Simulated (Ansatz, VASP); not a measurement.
**One calculation of Al2P3, two programs**

```
CELL_PARAMETERS angstrom
3.34885 0.00000 0.00000
0.00000 3.34885 0.00000
0.00000 0.00000 7.42843
ATOMIC_POSITIONS crystal
Al 0.00000 0.00000 0.70896
Al 0.00000 0.00000 0.29104
P 0.50000 0.50000 0.84167
P 0.50000 0.50000 0.15833
P 0.50000 0.50000 0.50000
```

Alike in both runs: functional PBE; k mesh 6 × 6 × 4; occupations gaussian, width 0.1 eV; no spin polarisation.

Ansatz relaxed the structure, and its values are those at the end. VASP's run is a single point on that final structure, the one shown.

|  | VASP | Ansatz |
| --- | --- | --- |
| version | VASP 6.6.1 | Ansatz 0.2.0 |
| potentials or method | VASP PAW PBE potentials, release 64 (Al, P), cutoff 520 eV | scalar-relativistic, plane waves, PAW |
| valence electrons in the cell | 21 | 21 |

```csv
,VASP,Ansatz,Ansatz less VASP
gap on the k mesh at the Fermi level (eV),none,none,-
pressure (GPa),-0.1,0.0,+0.10
rms of the force components (eV/Å),0.010,0.011,+0.0010
```

A gap of «none» marks a metal or a gap that the smearing closes.
